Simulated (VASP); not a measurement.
Runs of VASP 6.6.1 on SnMo. The structure is that of space group F-43m (No. 216), or close to it. The cells are those of the table. 

| task | spin | cell | cutoff (eV) | gap on the mesh (eV) | pressure (GPa) |
| --- | --- | --- | --- | --- | --- |
| relaxation of cell and atoms | off | relaxed from a = 4.136 Å, angles 60.0°, 2 atoms | 600 | none | -0.1 |
| single point | off | a = 4.355 Å, angles 60.0°, 2 atoms | 520 | none | 0.3 |
| single point | off | a = 4.136 Å, angles 60.0°, 2 atoms | 520 | none | 15.3 |
| single point | collinear, ferromagnetic start | a = 4.355 Å, angles 60.0°, 2 atoms | 520 | (a) | 3.1 |

Alike in all rows: level PBE; potentials or basis VASP PAW PBE potentials, release 64 (Sn_d, Mo_sv); k mesh 6 × 6 × 6; smearing gaussian 0.1 eV.

Question: Estimate the missing entries.

Answer: (a) 0.04.

Caveats: spin-orbit coupling is left out, which moves the levels of the heavy elements.

A k mesh can miss the band edges, and the runs leave out spin-orbit coupling on Mo, Sn.

A gap of «none» marks levels without a gap at the run's occupations.
